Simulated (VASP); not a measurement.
# CdAg2 (Ag (111), 3 layers) in VASP: single point with PBE

Aim: the single point of CdAg2 (Ag (111), 3 layers) with PBE.

Everything below comes from runs of VASP 6.6.1. Logs are shortened: lines on timing, memory, paths and dates and some standing lists are left out, and cuts for length are marked.

## (1) The cell of the first run

The cell holds a slab with vacuum, 3 atoms: a = 2.932 Å, b = 2.932 Å, c = 20.788 Å, α = 90.00°, β = 90.00°, γ = 120.00°.

## (2) Single point, PBE

Input file INCAR:

```
PREC = Accurate
ENCUT = 520
EDIFF = 1E-7
ISMEAR = -1
SIGMA = 0.05
LREAL = False
LASPH = True
NELM = 60
ALGO = Normal
ISIF = 2
LWAVE = False
LCHARG = False
LDIPOL = True
IDIPOL = 3
DIPOL = 0.5 0.5 0.500
GGA = PE
NBANDS = 24
```

Input file KPOINTS:

```
regular mesh
0
Gamma
  14 14 1
```

Input file POSCAR:

```
CdAg2
1.0
    2.9322829450      0.0000000000      0.0000000000
   -1.4661414725      2.5394315215      0.0000000000
    0.0000000000      0.0000000000     20.7884000000
Ag Cd
2 1
Direct
    0.1666666667      0.3333333333      0.3856487930
    0.8333333333      0.6666666667      0.6143512066
    0.5000000000      1.0000000000      0.5000000001
```

Potentials or basis: VASP PAW PBE potentials, release 64 (Ag, Cd).

The run is started by

```console
cat potpaw_PBE.64/Ag/POTCAR potpaw_PBE.64/Cd/POTCAR > POTCAR
mpirun -np 1 vasp_std > vasp.out
```

OUTCAR:

```text
PREC = Accurate
   ENCUT = 520
   EDIFF = 1E-7
   ISMEAR = -1
   LREAL = False
   LASPH = True
   NELM = 60
   ISIF = 2
   GGA = PE

 ion  position               nearest neighbor table
   1  0.167  0.333  0.386-   3 2.92   3 2.92   3 2.92
   2  0.833  0.667  0.614-   3 2.92   3 2.92   3 2.92
   3  0.500  0.000  0.500-   2 2.92   2 2.92   2 2.92   1 2.92   1 2.92   1 2.92

  LATTYP: Found a hexagonal cell.
 ALAT       =     2.9322829450
 C/A-ratio  =     7.0894932003

  Lattice vectors:

 A1 = (   2.9322829450,   0.0000000000,   0.0000000000)
 A2 = (  -1.4661414725,   2.5394315215,   0.0000000000)
 A3 = (   0.0000000000,   0.0000000000,  20.7884000000)

Analysis of symmetry for initial positions (statically):
=====================================================================
 Subroutine PRICEL returns:
 Original cell was already a primitive cell.

 Routine SETGRP: Setting up the symmetry group for a
 hexagonal supercell.

 Subroutine GETGRP returns: Found 12 space group operations
 (whereof  4 operations were pure point group operations)
 out of a pool of 24 trial point group operations.

The static configuration has the point symmetry C_2h.
 The point group associated with its full space group is D_3d.

Analysis of symmetry for dynamics (positions and initial velocities):
=====================================================================
 Subroutine PRICEL returns:
 Original cell was already a primitive cell.

 Routine SETGRP: Setting up the symmetry group for a
 hexagonal supercell.

 Subroutine GETGRP returns: Found 12 space group operations
 (whereof  4 operations were pure point group operations)
 out of a pool of 24 trial point group operations.

The dynamic configuration has the point symmetry C_2h.
 The point group associated with its full space group is D_3d.

 Subroutine INISYM returns: Found 12 space group operations
 (whereof  4 operations are pure point group operations),
 and found     1 'primitive' translations

----------------------------------------------------------------------------------------

                                     Primitive cell

  volume of cell :     154.7973

  direct lattice vectors                    reciprocal lattice vectors
     2.932282945  0.000000000  0.000000000     0.341031210  0.196894461  0.000000000
    -1.466141472  2.539431522  0.000000000     0.000000000  0.393788921  0.000000000
     0.000000000  0.000000000 20.788400000     0.000000000  0.000000000  0.048103750

  length of vectors
     2.932282945  2.932282945 20.788400000     0.393788921  0.393788921  0.048103750

  position of ions in fractional coordinates (direct lattice)
     0.166666667  0.333333333  0.385648793
     0.833333333  0.666666667  0.614351207
     0.500000000  0.000000000  0.500000000

  ion indices of the primitive-cell ions
   primitive index   ion index
                 1           1
                 2           2
                 3           3

----------------------------------------------------------------------------------------

 KPOINTS: regular mesh

Automatic generation of k-mesh.
 Grid dimensions read from file:
 generate k-points for:   14   14    1

 Generating k-lattice:

  Cartesian coordinates                     Fractional coordinates (reciprocal lattice)
     0.024359372  0.014063890  0.000000000     0.071428571  0.000000000  0.000000000
     0.000000000  0.028127780  0.000000000     0.000000000  0.071428571  0.000000000
     0.000000000  0.000000000  0.048103750     0.000000000  0.000000000  1.000000000

  Length of vectors
     0.028127780  0.028127780  0.048103750

  Shift w.r.t. Gamma in fractional coordinates (k-lattice)
     0.000000000  0.000000000  0.000000000

 Subroutine IBZKPT returns following result:
 ===========================================

 Found     24 irreducible k-points:

 Following reciprocal coordinates:
            Coordinates               Weight
  0.000000  0.000000  0.000000      1.000000
  0.071429  0.000000  0.000000      6.000000
  0.142857  0.000000  0.000000      6.000000
  0.214286  0.000000  0.000000      6.000000
  0.285714  0.000000  0.000000      6.000000
  0.357143  0.000000  0.000000      6.000000
[... 16 lines left out ...]
  0.285714  0.285714  0.000000      6.000000
  0.357143  0.285714  0.000000      6.000000
   k-points           NKPTS =     24   k-points in BZ     NKDIM =     24   number of bands    NBANDS=     24
   number of dos      NEDOS =    301   number of ions     NIONS =      3
   total plane-waves  NPLWV =  92160
   dimension x,y,z NGX =    24 NGY =   24 NGZ =  160
   dimension x,y,z NGXF=    48 NGYF=   48 NGZF=  320
   ions per type =               2   1
   NGX,Y,Z   is equivalent  to a cutoff of  13.61, 13.61, 12.80 a.u.
   NGXF,Y,Z  is equivalent  to a cutoff of  27.21, 27.21, 25.59 a.u.
 SYSTEM =  unknown system
   PREC   = accura    normal or accurate (medium, high low for compatibility)
   ISTART =      0    job   : 0-new  1-cont  2-samecut
   ICHARG =      2    charge: 1-file 2-atom 10-const
   ISPIN  =      1    spin polarized calculation?
   LNONCOLLINEAR =      F non collinear calculations
   LSORBIT =      F    spin-orbit coupling
   LASPH  =      T    aspherical Exc in radial PAW
   ENCUT  =  520.0 eV  38.22 Ry    6.18 a.u.   5.45  5.45 38.65*2*pi/ulx,y,z
   NELM   =     60;   NELMIN=  2; NELMDL= -5     # of ELM steps
   EDIFF  = 0.1E-06   stopping-criterion for ELM
   LREAL  =      F    real-space projection
   EDIFFG = 0.1E-05   stopping-criterion for IOM
   NSW    =      0    number of steps for IOM
   IBRION =     -1    ionic relax: 0-MD 1-quasi-New 2-CG
   NFREE  =      0    steps in history (QN), initial steepest desc. (CG)
   ISIF   =      2    stress and relaxation
   ISYM   =      2    0-nonsym 1-usesym 2-fastsym
   POTIM  = 0.5000    time-step for ionic-motion
   TEBEG  =    0.0;   TEEND  =   0.0 temperature during run
   PSTRESS=    0.0 pullay stress
   NELECT =      34.0000    total number of electrons
   NUPDOWN=      -1.0000    fix difference up-down
   EMIN   =  10.00;   EMAX   =-10.00  energy-range for DOS
   EFERMI =   0.00;   METHOD = LEGACY
   ISMEAR =    -1;   SIGMA  =   0.05  broadening in eV -4-tet -1-fermi 0-gaus
   EFERMI_NEDOS =   21; number of points for ismear=-14 and -15
   IALGO  =     38    algorithm
   IMIX   =      4    mixing-type and parameters
     AMIX     =   0.40;   BMIX     =  1.00
     AMIX_MAG =   1.60;   BMIX_MAG =  1.00
  volume/ion in A,a.u.               =      51.60       348.21
  Fermi-wavevector in a.u.,A,eV,Ry     =   0.987749  1.866575 13.274502  0.975648
  Thomas-Fermi vector in A             =   2.119226
   LORBIT       =      0    0 simple, 1 ext, 2 COOP (PROOUT), +10 PAW based schemes
   GGA     = PE    functional components
   LHFCALC =     F    Hartree Fock is set to
   AEXX    =    0.0000 exact exchange contribution
   IVDW    =     0    specifies the selected vdW correction
   LEPSILON=     F    determine dielectric tensor
   LRPA    =     F    only Hartree local field effects (RPA)
 non-spin polarized calculation
  energy-cutoff  :      520.00
  volume of cell :      154.80
 maximum number of plane-waves:      4241
 NGX is ok and might be reduce to    24
   NGX = 11   NGY = 11   NGZ = 77

 dipolmoment           0.000000      0.000000     -0.000000 electrons x Angstroem

 number of electron      34.0000006 magnetization

 dipolmoment           0.000000      0.000000      0.000000 electrons x Angstroem

 Free energy of the ion-electron system (eV)
  ---------------------------------------------------
  ext. energy  EPLUGINS =         0.00000000
  ---------------------------------------------------
  free energy    TOTEN  =        -5.44005926 eV

  energy without entropy =       -5.43052023  energy(sigma->0) =       -5.43528975

 E-fermi :  -0.4718     XC(G=0):  -4.9388

 val. band max:       -0.4718490968   @ k =   0.0714   0.0000   0.0000
 cond. band min:      -0.3965092860   @ k =   0.4286   0.0714   0.0000
 fundamental gap:      0.0753398107
 Fermi energy:        -0.4718323360

 k-point     1 :       0.0000    0.0000    0.0000
  band No.  band energies     occupation
      1     -10.5803      2.00000
      2      -9.9793      2.00000
      3      -9.9793      2.00000
      4      -9.2799      2.00000
      5      -9.2799      2.00000
      6      -8.9750      2.00000
[... 16 lines left out ...]
     23       5.8724      0.00000
     24       6.1166      0.00000

 k-point     2 :       0.0714    0.0000    0.0000
  band No.  band energies     occupation
      1     -10.5149      2.00000
      2     -10.0035      2.00000
      3      -9.9279      2.00000
      4      -9.3496      2.00000
      5      -9.2899      2.00000
      6      -8.8799      2.00000
[... 16 lines left out ...]
     23       5.9943      0.00000
     24       6.2316      0.00000

 k-point     3 :       0.1429    0.0000    0.0000
  band No.  band energies     occupation
      1     -10.3830      2.00000
      2     -10.0382      2.00000
      3      -9.7815      2.00000
      4      -9.5276      2.00000
      5      -9.3179      2.00000
      6      -8.5776      2.00000
[... 16 lines left out ...]
     23       6.3576      0.00000
     24       6.5759      0.00000
[... 514 lines left out ...]
 k-point    23 :       0.2857    0.2857    0.0000
  band No.  band energies     occupation
      1     -10.1301      2.00000
      2     -10.0448      2.00000
      3      -9.8295      2.00000
      4      -9.6982      2.00000
      5      -9.4382      2.00000
      6      -5.5237      2.00000
[... 16 lines left out ...]
     23       6.3661      0.00000
     24       7.3691      0.00000

 k-point    24 :       0.3571    0.2857    0.0000
  band No.  band energies     occupation
      1     -10.0787      2.00000
      2      -9.9734      2.00000
      3      -9.9039      2.00000
      4      -9.6462      2.00000
      5      -9.5496      2.00000
      6      -5.4630      2.00000
[... 16 lines left out ...]
     23       5.3619      0.00000
     24       7.0381      0.00000

------------------------ aborting loop because EDIFF is reached ----------------------------------------

 vacuum level on the upper side and lower side of the slab       (xc-potential included)        -0.087        -0.087

  FORCE on cell =-STRESS in cart. coord.  units (eV):
  Direction    XX          YY          ZZ          XY          YZ          ZX
  --------------------------------------------------------------------------------------
  -------------------------------------------------------------------------------------
  Total        1.2075627      1.2075627      1.7954278      0.0000000     -0.0000000     -0.0000000
  in kB       12.4984695     12.4984695     18.5829683      0.0000000     -0.0000000     -0.0000000
  external PRESSURE =      14.5266357 kB  Pullay stress =       0.0000000 kB

 VOLUME and BASIS-vectors are now :
 -----------------------------------------------------------------------------
  energy-cutoff  :      520.00
  volume of cell :      154.80
      direct lattice vectors                 reciprocal lattice vectors
     2.932282945  0.000000000  0.000000000     0.341031210  0.196894461  0.000000000
    -1.466141472  2.539431522  0.000000000     0.000000000  0.393788921  0.000000000
     0.000000000  0.000000000 20.788400000     0.000000000  0.000000000  0.048103750

 POSITION                                       TOTAL-FORCE (eV/Angst)
 -----------------------------------------------------------------------------------
      0.00000      0.84648      8.01702        -0.000000      0.000000     -0.381790
      1.46614      1.69295     12.77138         0.000000     -0.000000      0.381790
      1.46614      0.00000     10.39420         0.000000     -0.000000      0.000000
 -----------------------------------------------------------------------------------
    total drift:                                0.000000     -0.000000      0.000009

  FREE ENERGIE OF THE ION-ELECTRON SYSTEM (eV)
  ---------------------------------------------------
  free  energy   TOTEN  =        -5.4400592647 eV

  energy  without entropy=       -5.4305202312  energy(sigma->0) =       -5.43528975

 vacuum level on the upper side and lower side of the slab         3.876         3.876
```

Run time: 59 s. Hardware: 1 thread of Intel Xeon 6975P-C (Granite Rapids), shared host; peak memory 0.32 GiB.

Results:

```
Free energy            : -5.4401 eV
Largest force          : 0.382 eV/Å
Band gap on the k mesh : zero (band 17 reaches 1.43 eV, above the bottom of band 18 at -2.55 eV)
```

Forces on the atoms (eV/Å):
```
Ag   0.000  0.000 -0.382
Ag   0.000  0.000  0.382
Cd   0.000  0.000  0.000
```

Levels at points of the mesh, in eV from the Fermi level:
```csv
k point,band 14,band 15,band 16,band 17,band 18,band 19,band 20,band 21
"(0.00, 0.00, 0.00)",-3.78,-3.78,-3.73,-3.73,-2.07,-0.23,3.64,4.36
"(0.50, 0.00, 0.00)",-3.12,-3.12,-1.22,-0.56,0.71,2.72,4.27,4.44
```
